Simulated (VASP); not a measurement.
# Au in VASP: further runs

The runs below take Au through single point, relaxation of shape and atoms at fixed volume, with PBE.

All numbers are computed with VASP 6.6.1; they aren't measurements. Logs are shortened: lines on timing, memory, paths and dates and some standing lists are left out, and cuts for length are marked.

## Step 1: The cell of the first run

The typed cell holds 4 atoms: a = 2.901 Å, b = 5.099 Å, c = 5.100 Å, α = 73.06°, β = 90.02°, γ = 89.92°.

## Step 2: Single point, PBE

File INCAR:

```
SYSTEM = Au
ALGO     = Fast           ! electronic algorithm
EDIFF    = 1E-7           ! SCF threshold, eV
ENCUT    = 520            ! plane-wave cutoff, eV
GGA      = PE             ! functional
ISIF     = 2              ! what is computed and relaxed
ISMEAR   = 0              ! smearing method
LASPH    = .TRUE.         ! aspherical terms in the spheres
LCHARG   = .FALSE.        ! write CHGCAR
LREAL    = .FALSE.        ! projectors in reciprocal space
LWAVE    = .FALSE.        ! write WAVECAR
NBANDS   = 30             ! bands
NELM     = 100            ! most SCF steps
PREC     = Accurate       ! precision mode
SIGMA    = 0.2            ! smearing width, eV
```

File KPOINTS:

```
k-points
0
G
  8 4 4
  0 0 0
```

File POSCAR:

```
Au
1.0
    1.7388780962     -0.0021746644     -2.3219661129
   -3.2772028961     -3.0335298180     -2.4607174019
   -3.2794580280      3.0370248644     -2.4564911141
Au
4
Direct
   -0.0001463484      0.0000343191      0.0000437058
    0.4999824444      0.4999949047     -0.0000337975
    0.4999690678      0.9999738249      0.5000524481
    0.0001948361      0.4999969513      0.4999376437
```

Potentials or basis: VASP PAW PBE potentials, release 64 (Au).

Command:

```console
cat potpaw_PBE.64/Au/POTCAR > POTCAR
mpirun -np 1 vasp_std > vasp.out
```

OUTCAR:

```text
SYSTEM = Au
   EDIFF = 1E-7
   ENCUT = 520
   GGA = PE
   ISIF = 2
   ISMEAR = 0
   LASPH = .TRUE.
   LREAL = .FALSE.
   NELM = 100
   PREC = Accurate

 ion  position               nearest neighbor table
   1  1.000  0.000  0.000-   2 2.93   2 2.93   3 2.93   3 2.93   3 2.93   3 2.93   2 2.93   2 2.94
                             4 3.04   4 3.04
   2  0.500  0.500  1.000-   1 2.93   1 2.93   4 2.93   4 2.93   4 2.93   4 2.93   1 2.93   1 2.94
                             3 3.03   3 3.04
   3  0.500  1.000  0.500-   4 2.93   4 2.93   1 2.93   1 2.93   1 2.93   1 2.93   4 2.93   4 2.94
                             2 3.03   2 3.04
   4  0.000  0.500  0.500-   3 2.93   3 2.93   2 2.93   2 2.93   2 2.93   2 2.93   3 2.93   3 2.94
                             1 3.04   1 3.04

  LATTYP: Found a triclinic cell.
 ALAT       =     6.0705565724
 B/A-ratio  =     0.8401644840
 C/A-ratio  =     0.4778641418
 COS(alpha) =     0.0003577551
 COS(beta)  =     0.0015295846
 COS(gamma) =     0.5953673751

  Lattice vectors:

 A1 = (  -0.0022551319,   6.0705546824,   0.0042262878)
 A2 = (  -3.2794580280,   3.0370248644,  -2.4564911141)
 A3 = (  -1.7388780962,   0.0021746644,   2.3219661129)

Analysis of symmetry for initial positions (statically):
=====================================================================
 Subroutine PRICEL returns:
 Original cell was already a primitive cell.

 Routine SETGRP: Setting up the symmetry group for a
 triclinic supercell.

 Subroutine GETGRP returns: Found  1 space group operations
 (whereof  1 operations were pure point group operations)
 out of a pool of  2 trial point group operations.

The static configuration has the point symmetry C_1 .

Analysis of symmetry for dynamics (positions and initial velocities):
=====================================================================
 Subroutine PRICEL returns:
 Original cell was already a primitive cell.

 Routine SETGRP: Setting up the symmetry group for a
 triclinic supercell.

 Subroutine GETGRP returns: Found  1 space group operations
 (whereof  1 operations were pure point group operations)
 out of a pool of  2 trial point group operations.

The dynamic configuration has the point symmetry C_1 .

 Subroutine INISYM returns: Found  1 space group operations
 (whereof  1 operations are pure point group operations),
 and found     1 'primitive' translations

----------------------------------------------------------------------------------------

                                     Primitive cell

[... 96 lines left out ...]
   EDIFFG = 0.1E-05   stopping-criterion for IOM
   NSW    =      0    number of steps for IOM
   IBRION =     -1    ionic relax: 0-MD 1-quasi-New 2-CG
   NFREE  =      0    steps in history (QN), initial steepest desc. (CG)
   ISIF   =      2    stress and relaxation
   ISYM   =      2    0-nonsym 1-usesym 2-fastsym
   POTIM  = 0.5000    time-step for ionic-motion
   TEBEG  =    0.0;   TEEND  =   0.0 temperature during run
   PSTRESS=    0.0 pullay stress
   NELECT =      44.0000    total number of electrons
   NUPDOWN=      -1.0000    fix difference up-down
   EMIN   =  10.00;   EMAX   =-10.00  energy-range for DOS
   EFERMI =   0.00;   METHOD = LEGACY
   ISMEAR =     0;   SIGMA  =   0.20  broadening in eV -4-tet -1-fermi 0-gaus
   EFERMI_NEDOS =   21; number of points for ismear=-14 and -15
   IALGO  =     68    algorithm
   IMIX   =      4    mixing-type and parameters
     AMIX     =   0.40;   BMIX     =  1.00
     AMIX_MAG =   1.60;   BMIX_MAG =  1.00
  volume/ion in A,a.u.               =      18.04       121.74
  Fermi-wavevector in a.u.,A,eV,Ry     =   1.388207  2.623331 26.220041  1.927119
  Thomas-Fermi vector in A             =   2.512355
   LORBIT       =      0    0 simple, 1 ext, 2 COOP (PROOUT), +10 PAW based schemes
   GGA     = PE    functional components
   LHFCALC =     F    Hartree Fock is set to
   AEXX    =    0.0000 exact exchange contribution
   IVDW    =     0    specifies the selected vdW correction
   LEPSILON=     F    determine dielectric tensor
   LRPA    =     F    only Hartree local field effects (RPA)
 non-spin polarized calculation
 RMM-DIIS sequential band-by-band and
 Gauss-broadening in eV      SIGMA  =   0.20
  energy-cutoff  :      520.00
  volume of cell :       72.16
 maximum number of plane-waves:      1963
 NGX is ok and might be reduce to    24
   NGX = 11   NGY = 19   NGZ = 19

 number of electron      43.9999994 magnetization

 Free energy of the ion-electron system (eV)
  ---------------------------------------------------
  ext. energy  EPLUGINS =         0.00000000
  ---------------------------------------------------
  free energy    TOTEN  =       -12.90018040 eV

  energy without entropy =      -12.87305887  energy(sigma->0) =      -12.88661964

 E-fermi :   8.5237     XC(G=0): -12.3748

 val. band max:        8.4680343035   @ k =   0.2500   0.2500   0.5000
 cond. band min:       8.5580697555   @ k =   0.5000   0.2500  -0.0000
 fundamental gap:      0.0900354520
 Fermi energy:         8.5236600226

 k-point     1 :       0.0000    0.0000    0.0000
  band No.  band energies     occupation
      1      -0.7159      2.00000
      2       1.6782      2.00000
      3       1.6795      2.00000
      4       1.9952      2.00000
      5       2.3038      2.00000
      6       3.9199      2.00000
[... 781 lines left out ...]
     29      17.3066      0.00000
     30      18.3171      0.00000

 [... further k-points ...]

------------------------ aborting loop because EDIFF is reached ----------------------------------------

  FORCE on cell =-STRESS in cart. coord.  units (eV):
  Direction    XX          YY          ZZ          XY          YZ          ZX
  --------------------------------------------------------------------------------------
  -------------------------------------------------------------------------------------
  Total       -0.1311008     -0.1255546     -0.1473034      0.0090873     -0.0056361      0.0062163
  in kB       -2.9107264     -2.7875892     -3.2704593      0.2017580     -0.1251341      0.1380158
  external PRESSURE =      -2.9895916 kB  Pullay stress =       0.0000000 kB

 VOLUME and BASIS-vectors are now :
 -----------------------------------------------------------------------------
  energy-cutoff  :      520.00
  volume of cell :       72.16
      direct lattice vectors                 reciprocal lattice vectors
     1.738878096 -0.002174664 -2.321966113     0.206824858  0.000268831 -0.275782392
    -3.277202896 -3.033529818 -2.460717402    -0.097795441 -0.164715042 -0.073082957
    -3.279458028  3.037024864 -2.456491114    -0.097534800  0.164744319 -0.073196327

 POSITION                                       TOTAL-FORCE (eV/Angst)
 -----------------------------------------------------------------------------------
      1.73837     -0.00215     -2.32182         0.001457      0.000365      0.000162
     -4.04852      1.51909     -4.84770        -0.000354     -0.000835     -0.000513
     -4.04763     -1.51587     -4.84994         0.000110      0.000025     -0.000282
     -3.27778      0.00157     -2.45890        -0.001213      0.000445      0.000633
 -----------------------------------------------------------------------------------
    total drift:                               -0.000000     -0.000000      0.000000

  FREE ENERGIE OF THE ION-ELECTRON SYSTEM (eV)
  ---------------------------------------------------
  free  energy   TOTEN  =       -12.9001804020 eV

  energy  without entropy=      -12.8730588746  energy(sigma->0) =      -12.88661964
```

Run time: 49 s. Hardware: 1 thread of Intel Xeon 6975P-C (Granite Rapids), shared host; peak memory 0.25 GiB.

What came out:

* Free energy: -12.9002 eV
* Pressure: -0.3 GPa
* Band gap on the k mesh: zero (bands 22 and 23 overlap by 4.53 eV)

Levels at points of the mesh, in eV from the Fermi level:
| k point | band 20 | band 21 | band 22 | band 23 | band 24 | band 25 |
| --- | --- | --- | --- | --- | --- | --- |
| (0.00, 0.00, 0.00) | -1.62 | -1.59 | -0.81 | -0.81 | 1.47 | 2.55 |
| (0.50, 0.00, 0.00) | -1.70 | -0.10 | -0.10 | 4.29 | 4.29 | 6.03 |
| (0.00, 0.50, 0.00) | -2.78 | -1.79 | -1.79 | 1.06 | 1.07 | 4.65 |
| (0.50, 0.50, 0.00) | -1.76 | 1.08 | 1.08 | 1.10 | 1.10 | 5.42 |
| (0.00, 0.00, 0.50) | -2.78 | -1.79 | -1.79 | 1.07 | 1.07 | 4.65 |
| (0.50, 0.00, 0.50) | -1.76 | 1.09 | 1.09 | 1.09 | 1.09 | 5.41 |
| (0.00, 0.50, 0.50) | -2.96 | -2.54 | -2.54 | -0.74 | -0.74 | 8.45 |
| (0.50, 0.50, 0.50) | -1.56 | -0.51 | -0.50 | 1.08 | 1.10 | 3.09 |

Caveat: spin-orbit coupling is left out, which moves the levels of the heavy elements.

## Step 3: Single point, PBE (15.82 Å³/atom)

File INCAR:

```
  ALGO = Fast
  EDIFF = 1E-7
  ENCUT = 520
  GGA = PE
  ISIF = 2
  ISMEAR = 0
  LASPH = T
  LCHARG = F
  LREAL = F
  LWAVE = F
  NBANDS = 12
  NELM = 60
  PREC = Accurate
  SIGMA = 0.1
```

File KPOINTS:

```
k-points
0
Gamma
  22 22 22
```

File POSCAR:

```
Au
1.0
    2.4387578274     -1.4091937243      0.0668053836
    2.4387578274      1.4091937243      0.0668053836
   -1.6900517992      0.0000000000      2.2553123805
Au
1
Direct
    0.0000000000      0.0000000000      0.0000000000
```

Potentials or basis: VASP PAW PBE potentials, release 64 (Au).

Command:

```console
cat potpaw_PBE.64/Au/POTCAR > POTCAR
mpirun -np 1 vasp_std > vasp.out
```

Run time: 2.7 min. Hardware: 1 thread of Intel Xeon 6975P-C (Granite Rapids), shared host; peak memory 0.6 GiB.

The run converged. Its results:

```yaml
Free_energy: -3.0740 eV
Pressure: 25.5 GPa
Band_gap_on_the_k_mesh: zero (an odd number of electrons rules out a gap without spin polarisation)
```

Levels at points of the mesh, in eV from the Fermi level:
| k point | band 3 | band 4 | band 5 | band 6 | band 7 | band 8 | band 9 | band 10 |
| --- | --- | --- | --- | --- | --- | --- | --- | --- |
| (0.00, 0.00, 0.00) | -5.11 | -5.11 | -3.39 | -3.38 | 14.39 | 18.82 | 18.82 | 18.84 |
| (0.50, 0.00, 0.00) | -5.16 | -2.02 | -2.02 | -1.31 | 3.50 | 13.86 | 17.68 | 17.69 |
| (0.50, 0.50, 0.00) | -2.07 | -1.65 | -1.65 | 0.82 | 6.43 | 10.22 | 10.22 | 18.04 |
| (0.00, 0.00, 0.50) | -5.16 | -2.02 | -2.02 | -1.31 | 3.50 | 13.86 | 17.68 | 17.70 |
| (0.50, 0.00, 0.50) | -2.07 | -1.65 | -1.65 | 0.81 | 6.41 | 10.23 | 10.23 | 18.05 |
| (0.50, 0.50, 0.50) | -5.16 | -2.02 | -2.02 | -1.31 | 3.50 | 13.86 | 17.68 | 17.69 |

Caveat: the cell stands under pressure; spin-orbit coupling is left out, which moves the levels of the heavy elements.

## Step 4: Relaxation of shape and atoms at fixed volume, PBE (18.52 Å³/atom)

File INCAR:

```
SYSTEM = Au
PREC = Accurate
ENCUT = 600
EDIFF = 1E-6
ISMEAR = 0
SIGMA = 0.1
LREAL = .False.
LASPH = .True.
NELM = 100
ALGO = Fast
ISIF = 4
LWAVE = .False.
LCHARG = .False.
GGA = PE
IBRION = 2
NSW = 50
EDIFFG = -0.01
```

File KPOINTS:

```
regular mesh
0
Gamma
  22 22 22
  0 0 0
```

File POSCAR:

```
Au
1.0
    2.5701207454     -1.4850994979      0.0704038344
    2.5701207454      1.4850994979      0.0704038344
   -1.7810859041      0.0000000000      2.3767940676
Au
1
Direct
    0.0000000000      0.0000000000      0.0000000000
```

Potentials or basis: VASP PAW PBE potentials, release 64 (Au).

Command:

```console
cat potpaw_PBE.64/Au/POTCAR > POTCAR
mpirun -np 1 vasp_std > vasp.out
```

OUTCAR:

```text
SYSTEM = Au
   PREC = Accurate
   ENCUT = 600
   EDIFF = 1E-6
   ISMEAR = 0
   LREAL = .False.
   LASPH = .True.
   NELM = 100
   ISIF = 4
   GGA = PE
   IBRION = 2
   NSW = 50
   EDIFFG = -0.01

 ion  position               nearest neighbor table
   1  0.000  0.000  0.000-

  LATTYP: Found a base centered monoclinic cell.
 ALAT       =     5.1421697155
 B/A-ratio  =     0.5776159015
 C/A-ratio  =     0.5775941298
 COS(beta)  =    -0.5775367590

  Lattice vectors:

 A1 = (   2.5701207454,  -1.4850994979,   0.0704038344)
 A2 = (   2.5701207454,   1.4850994979,   0.0704038344)
 A3 = (  -1.7810859041,   0.0000000000,   2.3767940676)

Analysis of symmetry for initial positions (statically):
=====================================================================
 Subroutine PRICEL returns:
 Original cell was already a primitive cell.

 Routine SETGRP: Setting up the symmetry group for a
 base centered monoclinic supercell.

 Subroutine GETGRP returns: Found  4 space group operations
 (whereof  4 operations were pure point group operations)
 out of a pool of  4 trial point group operations.

[... 161 lines left out ...]

 E-fermi :   8.1318     XC(G=0): -12.2241

 val. band max:        8.1065574196   @ k =  -0.4545  -0.4545   0.0909
 cond. band min:       8.1557852592   @ k =  -0.3636   0.1364   0.2273
 fundamental gap:      0.0492278396
 Fermi energy:         8.1318222975

 k-point     1 :       0.0000    0.0000    0.0000
  band No.  band energies     occupation
      1      -0.8584      2.00000
      2       3.8794      2.00000
      3       3.8797      2.00000
      4       3.8843      2.00000
      5       5.1854      2.00000
      6       5.1905      2.00000
      7      22.7537      0.00000
      8      26.2719      0.00000
      9      26.2792      0.00000
[... 265 lines left out ...]
 k-point    24 :      -0.4545    0.0455    0.0000
  band No.  band energies     occupation
      1       1.6099      2.00000
      2       3.8357      2.00000
      3       3.8899      2.00000
      4       5.9519      2.00000
      5       6.1709      2.00000
      6       7.6424      2.00000
      7      11.1162      0.00000
      8      22.2541      0.00000
      9      24.2530      0.00000

 [... further k-points ...]
[... 5 lines left out ...]
  --------------------------------------------------------------------------------------
  -------------------------------------------------------------------------------------
  Total       -0.4403813     -0.4419866     -0.4413368      0.0000000      0.0000000      0.0007612
  in kB      -38.1051878    -38.2440939    -38.1878612      0.0000000      0.0000000      0.0658678
  external PRESSURE =     -38.1790476 kB  Pullay stress =       0.0000000 kB

 VOLUME and BASIS-vectors are now :
 -----------------------------------------------------------------------------
  energy-cutoff  :      600.00
  volume of cell :       18.52
      direct lattice vectors                 reciprocal lattice vectors
     2.570120745 -1.485099498  0.070403834     0.190630227 -0.336677779  0.142851589
     2.570120745  1.485099498  0.070403834     0.190630227  0.336677779  0.142851589
    -1.781085904  0.000000000  2.376794068    -0.011293447  0.000000000  0.412271898

 POSITION                                       TOTAL-FORCE (eV/Angst)
 -----------------------------------------------------------------------------------
      0.00000      0.00000      0.00000        -0.000000      0.000000      0.000000
 -----------------------------------------------------------------------------------
    total drift:                                0.000000     -0.000000     -0.000000

  FREE ENERGIE OF THE ION-ELECTRON SYSTEM (eV)
  ---------------------------------------------------
  free  energy   TOTEN  =        -3.2151427269 eV

  energy  without entropy=       -3.2139844006  energy(sigma->0) =       -3.21456356

 reached required accuracy - stopping structural energy minimisation
```

CONTCAR:

```text
Au
   1.00000000000000
     2.5701207454000001   -1.4850994979000001    0.0704038344000000
     2.5701207454000001    1.4850994979000001    0.0704038344000000
    -1.7810859041000000    0.0000000000000000    2.3767940676000001
  Au
     1
Direct
     0.0000000000000000    0.0000000000000000    0.0000000000000000

  0.00000000E+00  0.00000000E+00  0.00000000E+00
```

Wall time 9.1 min (1 thread of Oxide Virtual Turin-like, shared host); peak memory 0.66 GiB.

What came out:

```yaml
Free_energy: -3.2151 eV
Pressure_after_relaxing: -3.8 GPa
Band_gap_on_the_k_mesh: zero (an odd number of electrons rules out a gap without spin polarisation)
```

Final structure:
```
Au
1.0
     2.57012   -1.48510    0.07040
     2.57012    1.48510    0.07040
    -1.78109    0.00000    2.37679
Au
1
Direct
  0.00000 0.00000 0.00000
```

Levels at points of the mesh, in eV from the Fermi level:
```tsv
k point	band 2	band 3	band 4	band 5	band 6	band 7	band 8	band 9
(0.00, 0.00, 0.00)	-4.25	-4.25	-4.25	-2.95	-2.94	14.62	18.14	18.15
(0.50, 0.00, 0.00)	-4.28	-4.28	-1.91	-1.91	-0.56	2.67	14.06	16.51
(0.50, 0.50, 0.00)	-6.04	-1.95	-1.63	-1.63	1.28	5.16	9.78	9.78
(0.00, 0.00, 0.50)	-4.28	-4.28	-1.91	-1.91	-0.56	2.67	14.06	16.51
(0.50, 0.00, 0.50)	-6.04	-1.95	-1.63	-1.63	1.27	5.15	9.79	9.79
(0.50, 0.50, 0.50)	-4.28	-4.28	-1.91	-1.91	-0.56	2.67	14.06	16.51
```

Caveat: the relaxation stopped at its first step, so nothing moved; spin-orbit coupling is left out, which moves the levels of the heavy elements.

## Step 5: The runs side by side

| task | cell | k mesh | cutoff (eV) | smearing | gap on the mesh (eV) | pressure (GPa) |
| --- | --- | --- | --- | --- | --- | --- |
| single point | a = 2.901, b = 5.099, c = 5.100 Å, angles 73.1, 90.0, 89.9°, 4 atoms, atomic positions A | 8 × 4 × 4 | 520 | gaussian 0.2 eV | none | -0.3 |
| single point | a = 2.817, b = 2.817, c = 2.818 Å, angles 120.0, 120.0, 60.0°, 1 atom, atomic positions B | 22 × 22 × 22 | 520 | gaussian 0.1 eV | none | 25.5 |
| relaxation of shape and atoms at fixed volume | relaxed from a = 2.969, b = 2.969, c = 2.970 Å, angles 120.0, 120.0, 60.0°, 1 atom, atomic positions B | 22 × 22 × 22 | 600 | gaussian 0.1 eV | none | -3.8 |

Alike in all rows: level PBE; potentials or basis VASP PAW PBE potentials, release 64 (Au); no spin polarisation.

Caveats: spin-orbit coupling is left out, which moves the levels of the heavy elements; the cell stands under pressure (at least some runs); the relaxation stopped at its first step, so nothing moved (at least some runs).

Absolute energies hang on the potentials; compare differences alone.
